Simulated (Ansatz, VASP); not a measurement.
## Yb in VASP and in Ansatz

Contents of INCAR:

```
SYSTEM = Yb
PREC = Accurate ; ENCUT = 520
EDIFF = 1E-6 ; ISMEAR = 0
SIGMA = 0.15 ; LREAL = .FALSE.
LASPH = .TRUE. ; NELM = 100
ALGO = Fast ; ISIF = 2
LWAVE = .FALSE. ; LCHARG = .FALSE.
GGA = PE ; NBANDS = 18
```

The input KPOINTS:

```
Automatic mesh
0
G
  16 16 16
  0 0 0
```

Contents of POSCAR:

```
Yb
1.0
    0.0000000000      2.7125949551      2.3244226170
    2.7125949551      0.0000000000      2.3244226170
    2.7125949551      2.7125949551      0.0000000000
Yb
1
Direct
    0.0000000000      0.0000000000      0.0000000000
```

Input for Ansatz:

```yaml
crystal:
  lattice:
    - [0.0, 2.7125949551, 2.324422617]
    - [2.7125949551, 0.0, 2.324422617]
    - [2.7125949551, 2.7125949551, 0.0]
  atoms:
    - { symbol: Yb, position: [0.0, 0.0, 0.0] }
basis:
  ecutwfc: 420
kpoints:
  mp_grid: { grid: [16, 16, 16] }
hamiltonian:
  xc: pbe
scf:
  occupations: { method: gaussian, width: 0.15 }
output:
  forces: true
  stress: true
  eigenvalues: true
  write_density: true
  write_potential: true
  elf: true
  volumetric_format: npy
```

Alike in both runs: task single point; functional PBE; k mesh 16 × 16 × 16; occupations gaussian, width 0.15 eV; no spin polarisation.

|  | VASP | Ansatz |
| --- | --- | --- |
| version | VASP 6.6.1 | Ansatz 0.2.0 |
| potentials or method | VASP PAW PBE potentials, release 64 (Yb), cutoff 520 eV | scalar-relativistic, plane waves, PAW |
| valence electrons in the cell | 24 | 24 |

|  | VASP | Ansatz | Ansatz less VASP |
| --- | --- | --- | --- |
| gap on the k mesh at the Fermi level (eV) | none | none | - |
| pressure (GPa) | 1.7 | 0.5 | -1.20 |
| traceless stress, the component that is largest in VASP (GPa) | -0.21 | -0.25 | -0.036 |

A gap of «none» marks a metal or a gap that the smearing closes.

Neither program's run includes spin-orbit coupling.
